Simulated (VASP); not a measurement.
# Bi2Te2O3 (C2/m) in VASP: single point with PBE

Aim: the single point of Bi2Te2O3 with PBE.

Everything below comes from runs of VASP 6.6.1. Logs are shortened: lines on timing, memory, paths and dates and some standing lists are left out, and cuts for length are marked.

## (1) The cell of the first run

The structure is monoclinic, space group C2/m (No. 12). Conventional cell: a = 11.630 Å, b = 4.302 Å, c = 8.161 Å, α = 90.00°, β = 121.04°, γ = 90.00°. Within 2.8 Å of Bi (site symmetry m) lie 4 O at 2.15 to 2.30 Å. Within 3.9 Å of Te (site symmetry m) lie 2 Te at 2.85 Å and 6 O at 3.42 to 3.86 Å and 3 Bi at 3.54 to 3.73 Å. O (site symmetry m) has 3 Bi at 2.15 to 2.30 Å and 2 O at 2.66 Å within 2.8 Å. O (site symmetry 2/m) has 2 Bi at 2.17 Å within 2.9 Å.

The cell was built from a structure type or drawn by symmetry, and may not be a known phase.

## (2) Single point, PBE

Input file INCAR:

```
SYSTEM = Bi2Te2O3
PREC     = Accurate       ! precision mode
ENCUT    = 520            ! plane-wave cutoff, eV
EDIFF    = 1E-7           ! SCF threshold, eV
ISMEAR   = 0              ! smearing method
SIGMA    = 0.1            ! smearing width, eV
LREAL    = .False.        ! projectors in reciprocal space
LASPH    = .True.         ! aspherical terms in the spheres
NELM     = 80             ! most SCF steps
ALGO     = Normal         ! electronic algorithm
ISIF     = 2              ! what is computed and relaxed
LWAVE    = .False.        ! write WAVECAR
LCHARG   = .False.        ! write CHGCAR
GGA      = PE             ! functional
NBANDS   = 39             ! bands
```

Input file KPOINTS:

```
regular mesh
0
Gamma
  8 8 6
  0 0 0
```

Input file POSCAR:

```
Bi2Te2O3
1.0
    5.8129380600     -2.1507744612     -0.1458889116
    5.8129380600      2.1507744612     -0.1458889116
   -4.0313813581      0.0000000000      7.0962318410
Bi Te O
2 2 3
Direct
    0.1114526510      0.1114526510      0.8540766221
    0.8885473490      0.8885473490      0.1459233779
    0.6946931235      0.6946931235      0.3667419383
    0.3053068765      0.3053068765      0.6332580617
    0.3074638460      0.3074638460      0.1081308132
    0.6925361540      0.6925361540      0.8918691868
    0.0000000000      0.0000000000      0.0000000000
```

Potentials or basis: VASP PAW PBE potentials, release 64 (Bi_d, Te, O).

Launch:

```bash
> cat potpaw_PBE.64/Bi_d/POTCAR potpaw_PBE.64/Te/POTCAR potpaw_PBE.64/O/POTCAR > POTCAR
> mpirun -np 1 vasp_std > vasp.out
```

OUTCAR:

```text
SYSTEM = Bi2Te2O3
   PREC = Accurate
   ENCUT = 520
   EDIFF = 1E-7
   ISMEAR = 0
   LREAL = .False.
   LASPH = .True.
   NELM = 80
   ISIF = 2
   GGA = PE

 ion  position               nearest neighbor table
   1  0.111  0.111  0.854-   5 2.15   7 2.17   6 2.30   6 2.30   4 3.54   2 3.57   2 3.57   4 3.73
                             4 3.73
   2  0.889  0.889  0.146-   6 2.15   7 2.17   5 2.30   5 2.30   3 3.54   1 3.57   1 3.57   3 3.73
                             3 3.73
   3  0.695  0.695  0.367-   4 2.85   4 2.85   2 3.54   2 3.73   2 3.73
   4  0.305  0.305  0.633-   3 2.85   3 2.85   1 3.54   1 3.73   1 3.73
   5  0.307  0.307  0.108-   1 2.15   2 2.30   2 2.30
   6  0.693  0.693  0.892-   2 2.15   1 2.30   1 2.30
   7  0.000  0.000  0.000-   1 2.17   2 2.17

  LATTYP: Found a base centered monoclinic cell.
 ALAT       =    11.6295369579
 B/A-ratio  =     0.3698813580
 C/A-ratio  =     0.7017825102
 COS(beta)  =    -0.5156161257

  Lattice vectors:

 A1 = (   5.8129380600,  -2.1507744612,  -0.1458889116)
 A2 = (   5.8129380600,   2.1507744612,  -0.1458889116)
 A3 = (  -4.0313813581,   0.0000000000,   7.0962318410)

Analysis of symmetry for initial positions (statically):
=====================================================================
 Subroutine PRICEL returns:
 Original cell was already a primitive cell.

 Routine SETGRP: Setting up the symmetry group for a
 base centered monoclinic supercell.

 Subroutine GETGRP returns: Found  4 space group operations
 (whereof  4 operations were pure point group operations)
 out of a pool of  4 trial point group operations.

The static configuration has the point symmetry C_2h.

Analysis of symmetry for dynamics (positions and initial velocities):
=====================================================================
 Subroutine PRICEL returns:
 Original cell was already a primitive cell.

 Routine SETGRP: Setting up the symmetry group for a
 base centered monoclinic supercell.

 Subroutine GETGRP returns: Found  4 space group operations
 (whereof  4 operations were pure point group operations)
 out of a pool of  4 trial point group operations.

The dynamic configuration has the point symmetry C_2h.

 Subroutine INISYM returns: Found  4 space group operations
 (whereof  4 operations are pure point group operations),
 and found     1 'primitive' translations

----------------------------------------------------------------------------------------

                                     Primitive cell

  volume of cell :     174.9088

  direct lattice vectors                    reciprocal lattice vectors
     5.812938060 -2.150774461 -0.145888912     0.087259147 -0.232474399  0.049572069
     5.812938060  2.150774461 -0.145888912     0.087259147  0.232474399  0.049572069
    -4.031381358  0.000000000  7.096231841     0.003587860  0.000000000  0.142958130

  length of vectors
     6.199787355  6.199787355  8.161405638     0.253211167  0.253211167  0.143003145

  position of ions in fractional coordinates (direct lattice)
     0.111452651  0.111452651  0.854076622
     0.888547349  0.888547349  0.145923378
     0.694693124  0.694693124  0.366741938
     0.305306876  0.305306876  0.633258062
     0.307463846  0.307463846  0.108130813
     0.692536154  0.692536154  0.891869187
     0.000000000  0.000000000  0.000000000

  ion indices of the primitive-cell ions
   primitive index   ion index
                 1           1
                 2           2
                 3           3
                 4           4
                 5           5
                 6           6
                 7           7

----------------------------------------------------------------------------------------

 KPOINTS: regular mesh

Automatic generation of k-mesh.
 Grid dimensions read from file:
 generate k-points for:    8    8    6

 Generating k-lattice:

  Cartesian coordinates                     Fractional coordinates (reciprocal lattice)
     0.010907393 -0.029059300  0.006196509     0.125000000  0.000000000 -0.000000000
     0.010907393  0.029059300  0.006196509     0.000000000  0.125000000 -0.000000000
     0.000597977  0.000000000  0.023826355     0.000000000  0.000000000  0.166666667

  Length of vectors
     0.031651396  0.031651396  0.023833858

  Shift w.r.t. Gamma in fractional coordinates (k-lattice)
     0.000000000  0.000000000  0.000000000

 Subroutine IBZKPT returns following result:
 ===========================================

 Found    114 irreducible k-points:

 Following reciprocal coordinates:
            Coordinates               Weight
  0.000000  0.000000  0.000000      1.000000
  0.125000  0.000000 -0.000000      4.000000
  0.250000  0.000000 -0.000000      4.000000
  0.375000  0.000000 -0.000000      4.000000
  0.500000  0.000000 -0.000000      2.000000
  0.125000  0.125000 -0.000000      2.000000
[... 16 lines left out ...]
  0.125000 -0.000000  0.166667      4.000000
  0.250000  0.000000  0.166667      4.000000
 [... further k-points ...]
   k-points           NKPTS =    114   k-points in BZ     NKDIM =    114   number of bands    NBANDS=     39
   number of dos      NEDOS =    301   number of ions     NIONS =      7
   total plane-waves  NPLWV = 147456
   dimension x,y,z NGX =    48 NGY =   48 NGZ =   64
   dimension x,y,z NGXF=    96 NGYF=   96 NGZF=  128
   ions per type =               2   2   3
   NGX,Y,Z   is equivalent  to a cutoff of  12.87, 12.87, 13.04 a.u.
   NGXF,Y,Z  is equivalent  to a cutoff of  25.74, 25.74, 26.07 a.u.
 SYSTEM =  Bi2Te2O3
   PREC   = accura    normal or accurate (medium, high low for compatibility)
   ISTART =      0    job   : 0-new  1-cont  2-samecut
   ICHARG =      2    charge: 1-file 2-atom 10-const
   ISPIN  =      1    spin polarized calculation?
   LNONCOLLINEAR =      F non collinear calculations
   LSORBIT =      F    spin-orbit coupling
   LASPH  =      T    aspherical Exc in radial PAW
   ENCUT  =  520.0 eV  38.22 Ry    6.18 a.u.  11.53 11.53 15.17*2*pi/ulx,y,z
   NELM   =     80;   NELMIN=  2; NELMDL= -5     # of ELM steps
   EDIFF  = 0.1E-06   stopping-criterion for ELM
   LREAL  =      F    real-space projection
   EDIFFG = 0.1E-05   stopping-criterion for IOM
   NSW    =      0    number of steps for IOM
   IBRION =     -1    ionic relax: 0-MD 1-quasi-New 2-CG
   NFREE  =      0    steps in history (QN), initial steepest desc. (CG)
   ISIF   =      2    stress and relaxation
   ISYM   =      2    0-nonsym 1-usesym 2-fastsym
   POTIM  = 0.5000    time-step for ionic-motion
   TEBEG  =    0.0;   TEEND  =   0.0 temperature during run
   PSTRESS=    0.0 pullay stress
   NELECT =      60.0000    total number of electrons
   NUPDOWN=      -1.0000    fix difference up-down
   EMIN   =  10.00;   EMAX   =-10.00  energy-range for DOS
   EFERMI =   0.00;   METHOD = LEGACY
   ISMEAR =     0;   SIGMA  =   0.10  broadening in eV -4-tet -1-fermi 0-gaus
   EFERMI_NEDOS =   21; number of points for ismear=-14 and -15
   IALGO  =     38    algorithm
   IMIX   =      4    mixing-type and parameters
     AMIX     =   0.40;   BMIX     =  1.00
     AMIX_MAG =   1.60;   BMIX_MAG =  1.00
  volume/ion in A,a.u.               =      24.99       168.62
  Fermi-wavevector in a.u.,A,eV,Ry     =   1.146009  2.165643 17.869028  1.313337
  Thomas-Fermi vector in A             =   2.282695
   LORBIT       =      0    0 simple, 1 ext, 2 COOP (PROOUT), +10 PAW based schemes
   GGA     = PE    functional components
   LHFCALC =     F    Hartree Fock is set to
   AEXX    =    0.0000 exact exchange contribution
   IVDW    =     0    specifies the selected vdW correction
   LEPSILON=     F    determine dielectric tensor
   LRPA    =     F    only Hartree local field effects (RPA)
 non-spin polarized calculation
 Gauss-broadening in eV      SIGMA  =   0.10
  energy-cutoff  :      520.00
  volume of cell :      174.91
 maximum number of plane-waves:      4738
 NGX is ok and might be reduce to    48
   NGX = 23   NGY = 23   NGZ = 31

 number of electron      60.0000007 magnetization

 Free energy of the ion-electron system (eV)
  ---------------------------------------------------
  ext. energy  EPLUGINS =         0.00000000
  ---------------------------------------------------
  free energy    TOTEN  =       -33.96728301 eV

  energy without entropy =      -33.95893899  energy(sigma->0) =      -33.96311100

 E-fermi :   4.5943     XC(G=0):  -8.9751

 val. band max:        4.5856737960   @ k =  -0.3750   0.5000   0.1667
 cond. band min:       4.5978312880   @ k =   0.5000   0.3750  -0.0000
 fundamental gap:      0.0121574920
 Fermi energy:         4.5943233612

 k-point     1 :       0.0000    0.0000    0.0000
  band No.  band energies     occupation
      1     -18.3173      2.00000
      2     -18.2842      2.00000
      3     -18.0764      2.00000
      4     -18.0617      2.00000
      5     -18.0291      2.00000
      6     -18.0269      2.00000
[... 31 lines left out ...]
     38      10.0101      0.00000
     39      10.5608      0.00000

 k-point     2 :       0.1250    0.0000   -0.0000
  band No.  band energies     occupation
      1     -18.3103      2.00000
      2     -18.2735      2.00000
      3     -18.0866      2.00000
      4     -18.0511      2.00000
      5     -18.0323      2.00000
      6     -18.0258      2.00000
[... 31 lines left out ...]
     38       9.9601      0.00000
     39      10.8457      0.00000

 k-point     3 :       0.2500    0.0000   -0.0000
  band No.  band energies     occupation
      1     -18.2926      2.00000
      2     -18.2481      2.00000
      3     -18.0990      2.00000
      4     -18.0436      2.00000
      5     -18.0355      2.00000
      6     -18.0268      2.00000
[... 832 lines left out ...]
 k-point    23 :       0.1250   -0.0000    0.1667
  band No.  band energies     occupation
      1     -18.3103      2.00000
      2     -18.2736      2.00000
      3     -18.0865      2.00000
      4     -18.0511      2.00000
      5     -18.0323      2.00000
      6     -18.0257      2.00000
[... 31 lines left out ...]
     38      10.1184      0.00000
     39      10.5877      0.00000

 k-point    24 :       0.2500    0.0000    0.1667
  band No.  band energies     occupation
      1     -18.2927      2.00000
      2     -18.2482      2.00000
      3     -18.0990      2.00000
      4     -18.0435      2.00000
      5     -18.0356      2.00000
      6     -18.0267      2.00000
[... 31 lines left out ...]
     38      10.1616      0.00000
     39      10.8445      0.00000

 [... further k-points ...]

------------------------ aborting loop because EDIFF is reached ----------------------------------------

  FORCE on cell =-STRESS in cart. coord.  units (eV):
  Direction    XX          YY          ZZ          XY          YZ          ZX
  --------------------------------------------------------------------------------------
  -------------------------------------------------------------------------------------
  Total        0.0946735      0.0756495      0.0715652      0.0000000      0.0000000      0.0346031
  in kB        0.8672156      0.6929544      0.6555422      0.0000000      0.0000000      0.3169668
  external PRESSURE =       0.7385708 kB  Pullay stress =       0.0000000 kB

 VOLUME and BASIS-vectors are now :
 -----------------------------------------------------------------------------
  energy-cutoff  :      520.00
  volume of cell :      174.91
      direct lattice vectors                 reciprocal lattice vectors
     5.812938060 -2.150774461 -0.145888912     0.087259147 -0.232474399  0.049572069
     5.812938060  2.150774461 -0.145888912     0.087259147  0.232474399  0.049572069
    -4.031381358  0.000000000  7.096231841     0.003587860  0.000000000  0.142958130

 POSITION                                       TOTAL-FORCE (eV/Angst)
 -----------------------------------------------------------------------------------
     -2.14737      0.00000      6.02821        -0.012361      0.000000     -0.063131
      9.74187      0.00000      0.77625         0.012361      0.000000      0.063131
      6.59794      0.00000      2.39979         0.000092      0.000000     -0.011425
      0.99656      0.00000      4.40466        -0.000092      0.000000      0.011425
      3.13862      0.00000      0.67761         0.008997      0.000000      0.025728
      4.45587      0.00000      6.12684        -0.008997      0.000000     -0.025728
      0.00000      0.00000      0.00000         0.000000     -0.000000      0.000000
 -----------------------------------------------------------------------------------
    total drift:                               -0.000000      0.000000      0.000000

  FREE ENERGIE OF THE ION-ELECTRON SYSTEM (eV)
  ---------------------------------------------------
  free  energy   TOTEN  =       -33.9672830077 eV

  energy  without entropy=      -33.9589389874  energy(sigma->0) =      -33.96311100
```

It took 21 min on 1 thread of Intel Xeon Platinum 8488C (Sapphire Rapids), shared host; peak memory 0.84 GiB.

What came out:

* Free energy: -33.9673 eV
* Pressure: 0.1 GPa
* Largest force: 0.064 eV/Å
* Band gap on the k mesh: zero (bands 30 and 31 overlap by 0.45 eV)

Forces in eV/Å, atoms in the order of the input:
```
Bi  -0.012  0.000 -0.063
Bi   0.012  0.000  0.063
Te   0.000  0.000 -0.011
Te   0.000  0.000  0.011
O    0.009  0.000  0.026
O   -0.009  0.000 -0.026
O    0.000  0.000  0.000
```

Levels at points of the mesh, in eV from the Fermi level:
| k point | band 26 | band 27 | band 28 | band 29 | band 30 | band 31 | band 32 | band 33 | band 34 | band 35 |
| --- | --- | --- | --- | --- | --- | --- | --- | --- | --- | --- |
| (0.00, 0.00, 0.00) | -2.06 | -1.97 | -1.76 | -0.95 | -0.73 | 0.19 | 1.28 | 2.13 | 3.88 | 3.97 |
| (0.50, 0.00, 0.00) | -1.75 | -1.73 | -1.56 | -1.43 | -0.89 | 1.46 | 1.73 | 1.93 | 3.27 | 3.68 |
| (0.50, 0.50, 0.00) | -1.89 | -1.84 | -1.43 | -1.27 | -0.19 | 0.17 | 1.10 | 3.05 | 3.61 | 3.88 |
| (0.00, 0.00, 0.50) | -1.80 | -1.79 | -1.57 | -1.03 | -0.41 | -0.36 | 1.07 | 2.72 | 2.89 | 3.95 |
| (0.50, 0.00, 0.50) | -1.94 | -1.74 | -1.62 | -1.43 | -0.80 | 1.32 | 1.99 | 2.49 | 3.72 | 4.01 |
| (0.50, 0.50, 0.50) | -2.10 | -1.99 | -1.69 | -1.57 | 0.09 | 0.11 | 1.32 | 3.24 | 3.94 | 3.98 |

Caveat: spin-orbit coupling is left out, which moves the levels of the heavy elements.
